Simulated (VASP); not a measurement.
Input of a VASP 6.6.1 run:

The input INCAR:

```
ALGO = Normal ; EDIFF = 1E-7
EDIFFG = -0.005 ; ENCUT = 540
GGA = CA ; GGA_COMPAT = F
IBRION = 2 ; ISIF = 3
ISMEAR = 0 ; LASPH = T
LCHARG = F ; LREAL = F
LWAVE = F ; NELM = 120
NELMIN = 4 ; NSW = 70
PREC = Accurate ; SIGMA = 0.1
```

The input KPOINTS:

```
k-points
0
Gamma
  14 14 12
```

File POSCAR:

```
CdPd
1.0
    3.0625896470      0.0000000000      0.0000000000
    0.0000000000      3.0625896470      0.0000000000
    0.0000000000      0.0000000000      3.7227029832
Cd Pd
1 1
Direct
    0.0000000000      0.0000000000      0.0000000000
    0.5000000000      0.5000000000      0.5000000000
```

Potentials or basis: VASP PAW LDA potentials, release 64 (Cd_sv_GW, Pd_sv_GW).

Command:

```sh
$ cat potpaw_LDA.64/Cd_sv_GW/POTCAR potpaw_LDA.64/Pd_sv_GW/POTCAR > POTCAR
$ mpirun -np 1 vasp_std > vasp.out
```

**Question.** What does it give for the space group after relaxing (to 0.1 Å)?

**Answer.** P4/mmm (No. 123).

**Question.** Predict the relaxed cell.

**Answer.** a = 2.958 Å, b = 2.958 Å, c = 3.613 Å, α = 90.00°, β = 90.00°, γ = 90.00°.

**Question.** What does it give for the band gap on the k mesh?

**Answer.** Zero (bands 19 and 20 overlap by 5.89 eV).

**Question.** What does it give for the relaxed volume?

**Answer.** 15.81 Å³/atom.

Final structure:
```
Cd Pd
1.0
     2.95779    0.00000    0.00000
     0.00000    2.95779    0.00000
     0.00000    0.00000    3.61329
Cd Pd
1 1
Direct
  0.00000 0.00000 0.00000
  0.50000 0.50000 0.50000
```

LDA usually gives volumes a few per cent too small. Zero-point motion and thermal expansion aren't in these numbers.
